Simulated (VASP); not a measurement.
# BN: single point with PBE

BN:

```
B N
1.0
    -0.06528    3.35389    1.92769
     1.15677   -0.15317    2.13714
     1.09244    3.46065   -0.20999
B N
1 1
Direct
  0.91241 0.04954 0.11832
  0.75429 0.61716 0.21498
```

This cell differs from its parent crystal: strained and its atoms moved.

```
Program                : VASP 6.6.1
Task                   : single point
Functional             : PBE
Potentials or basis    : VASP PAW PBE potentials, release 64 (B, N)
Cutoff                 : 520 eV
k mesh                 : 12 × 12 × 12
Occupations            : gaussian, width 0.02 eV
Spin                   : no spin polarisation
Dipole correction      : no
Further INCAR settings : ALGO = Normal; EDIFF = 1e-07; NBANDS = 11
```

```yaml
Pressure: 76.8 GPa
Largest_force: 9.065 eV/Å
Band_gap_on_the_k_mesh: zero (bands 4 and 5 overlap by 0.10 eV)
```

Forces on the atoms (eV/Å):
```
B   -8.819  0.057 -2.095
N    8.819 -0.057  2.095
```

Stress tensor (GPa, compression positive):
```
112.77 -22.57  51.22
-22.57   1.97 -12.53
 51.22 -12.53 115.57
```

Levels at points of the mesh, in eV from the Fermi level:
```tsv
k point	band 1	band 2	band 3	band 4	band 5	band 6	band 7	band 8	band 9
(0.00, 0.00, 0.00)	-21.37	-8.20	-8.06	-0.02	1.19	7.86	12.24	12.69	17.62
(0.50, 0.00, 0.00)	-16.89	-11.71	-9.89	-5.21	5.48	7.36	9.96	13.82	15.87
(0.00, 0.50, 0.00)	-18.28	-12.15	-4.71	-3.23	1.25	3.83	10.04	12.84	18.40
(0.50, 0.50, 0.00)	-18.71	-12.69	-3.64	-3.13	1.16	4.74	9.34	11.17	19.65
(0.00, 0.00, 0.50)	-16.90	-11.75	-9.87	-4.99	4.48	8.07	10.76	13.70	16.60
(0.50, 0.00, 0.50)	-21.16	-9.77	-8.19	-0.01	6.19	7.82	10.55	12.91	17.41
(0.00, 0.50, 0.50)	-18.64	-12.54	-4.46	-3.17	-0.10	4.80	11.82	16.00	16.67
(0.50, 0.50, 0.50)	-18.24	-12.07	-4.71	-3.66	0.42	3.86	11.35	15.25	17.57
```

Wall time 5.7 min on 1 thread of Intel Xeon 8259CL, on a shared host, peak memory 0.27 GiB.

Caveat: the cell differs from its parent crystal (strained and its atoms moved); the stress differs along the axes, from 2 to 116 GPa; semilocal functionals underestimate gaps, and a narrow one can read as zero; forces of over 1 eV/Å act on the atoms, so gaps and moduli don't describe the material at rest.
